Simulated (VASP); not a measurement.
Wanted: the native input for a VASP 6.6.1 run.

| Item | Value |
| --- | --- |
| Task | single point |
| Functional | r2SCAN |
| Potentials or basis | VASP PAW PBE potentials, release 64 (Hf_pv) |
| Cutoff | 520 eV |
| k mesh | 10 × 10 × 10 |
| Occupations | fermi-dirac, width 0.05 eV |
| Spin | no spin polarisation |
| Dipole correction | no |
| Further INCAR settings | ALGO = Normal; EDIFF = 1e-06; NBANDS = 11 |

Crystal: Hf.

```
CELL_PARAMETERS angstrom
0.00000 2.22000 2.22000
2.22000 0.00000 2.22000
2.22000 2.22000 0.00000
ATOMIC_POSITIONS crystal
Hf 0.00000 0.00000 0.00000
```

The input as run:

POSCAR

```
Hf
1.0
    0.0000000000      2.2200000000      2.2200000000
    2.2200000000      0.0000000000      2.2200000000
    2.2200000000      2.2200000000      0.0000000000
Hf
1
Direct
    0.0000000000      0.0000000000      0.0000000000
```

INCAR.step1

```
PREC = Accurate ; ENCUT = 520
ISMEAR = -1 ; SIGMA = 0.05
LREAL = F ; LASPH = T
NELM = 100 ; NBANDS = 11
GGA = PE ; ALGO = Normal
EDIFF = 1E-4 ; LWAVE = T
LCHARG = F
```

INCAR.step2

```
PREC = Accurate ; ENCUT = 520
EDIFF = 1E-6 ; ISMEAR = -1
SIGMA = 0.05 ; LREAL = F
LASPH = T ; NELM = 100
ALGO = Normal ; ISIF = 2
LWAVE = F ; LCHARG = T
METAGGA = R2SCAN ; LMIXTAU = T
LELF = T ; LVHAR = T
NBANDS = 11 ; ISTART = 1
```

KPOINTS

```
Automatic mesh
0
Gamma
  10 10 10
```

Potentials or basis: VASP PAW PBE potentials, release 64 (Hf_pv).

Launch:

```sh
$ cat potpaw_PBE.64/Hf_pv/POTCAR > POTCAR
$ cp INCAR.step1 INCAR
$ mpirun -np 1 vasp_std > vasp.out
$ cp INCAR.step2 INCAR
$ mpirun -np 1 vasp_std > vasp.out
```

It gave:

```yaml
Pressure: 2.1 GPa
Band_gap_on_the_k_mesh: zero (band 5 reaches 6.38 eV, above the bottom of band 6 at 4.38 eV)
```

Caveat: the PAW data sets were made with another functional, which shifts forces and pressure a little; spin-orbit coupling is left out, which moves the levels of the heavy elements.

Wall time 19 s on 1 thread of Intel(R) Xeon(R) Platinum 8375C CPU @ 2.90GHz (Ice Lake) (shared host), peak memory 0.14 GiB.
